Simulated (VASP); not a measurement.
Runs of VASP 6.6.1 on Sn. The structure is that of space group Im-3m (No. 229), or close to it. The cells are those of the table. 

| cell | gap on the mesh (eV) | pressure (GPa) |
| --- | --- | --- |
| a = 3.232 Å, angles 110.0, 110.0, 108.4°, 1 atom | none | (b) |
| a = 3.320 Å, angles 108.9, 108.9, 110.5°, 1 atom | none | -2.1 |
| a = 3.254 Å, angles 109.7, 109.7, 108.9°, 1 atom | none | 0.8 |
| a = 3.364 Å, angles 108.4, 108.4, 111.6°, 1 atom | none | (a) |
| a = 3.342 Å, angles 108.7, 108.7, 111.1°, 1 atom | none | -2.9 |
| a = 3.298 Å, angles 109.2, 109.2, 110.0°, 1 atom | none | -1.3 |

Alike in all rows: task single point; level r2SCAN; potentials or basis VASP PAW PBE potentials, release 64 (Sn_d); no spin polarisation; k mesh 22 × 22 × 22; cutoff (eV) 520; smearing gaussian 0.15 eV.

**Question.** Fill in the values left out.

**Answer.** (a) -3.5; (b) 2.0.

Caveats: the PAW data sets were made with another functional, which shifts forces and pressure a little; spin-orbit coupling is left out, which moves the levels of the heavy elements.

A k mesh can miss the band edges, and the runs leave out spin-orbit coupling on Sn.

A gap of «none» marks levels without a gap at the run's occupations.
